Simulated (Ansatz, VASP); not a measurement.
# One calculation of KNaF2, two programs

INCAR

```
PREC = Accurate
ENCUT = 520
EDIFF = 1E-6
ISMEAR = 0
SIGMA = 0.01
LREAL = F
LASPH = T
NELM = 80
ALGO = Normal
ISIF = 2
LWAVE = F
LCHARG = F
GGA = PE
NBANDS = 23
```

KPOINTS

```
Automatic mesh
0
Gamma
  8 8 8
```

POSCAR

```
KNaF2
1.0
    1.8008351476      1.0397126573      5.9635010271
   -1.8008351476      1.0397126573      5.9635010271
    0.0000000000     -2.0794253145      5.9635010271
Na K F
1 1 2
Direct
    1.0000000000      0.0000000000      0.0000000000
    0.5000000000      0.5000000000      0.5000000000
    0.2600112607      0.2600112607      0.2600112607
    0.7399887393      0.7399887393      0.7399887393
```

Input for Ansatz:

```yaml
crystal:
  lattice:
    - [1.8008351476, 1.0397126573, 5.9635010271]
    - [-1.8008351476, 1.0397126573, 5.9635010271]
    - [0.0, -2.0794253145, 5.9635010271]
  atoms:
    - { symbol: Na, position: [1.0, 0.0, 0.0] }
    - { symbol: K, position: [0.5, 0.5, 0.5] }
    - { symbol: F, position: [0.2600112607, 0.2600112607, 0.2600112607] }
    - { symbol: F, position: [0.7399887393, 0.7399887393, 0.7399887393] }
kpoints:
  mp_grid: { grid: [8, 8, 8] }
hamiltonian:
  xc: pbe
scf:
  occupations: { method: fixed }
  n_extra_bands: 5
output:
  forces: true
  stress: true
  eigenvalues: true
```

Alike in both runs: task single point; functional PBE; k mesh 8 × 8 × 8; no spin polarisation.

```csv
,VASP,Ansatz
version,VASP 6.6.1,Ansatz 0.2.0
potentials or method,"VASP PAW PBE potentials, release 64 (Na_pv, K_sv, F)","plane waves, PAW"
plane-wave cutoff (eV),520,420
occupations,"gaussian, width 0.01 eV",fixed
valence electrons in the cell,30,32
```

|  | VASP | Ansatz | Ansatz less VASP |
| --- | --- | --- | --- |
| gap on the k mesh at the Fermi level (eV) | 5.78 | 5.79 | +0.015 |
| pressure (GPa) | -1.0 | -1.0 | +0.04 |
| rms of the force components (eV/Å) | 0.006 | 0.012 | +0.0061 |

Atom by atom the forces differ by 0.006 eV/Å (rms over components). VASP's potentials hold 30 valence electrons a cell and Ansatz's 32, so a difference there can come from the potentials and not from the codes.
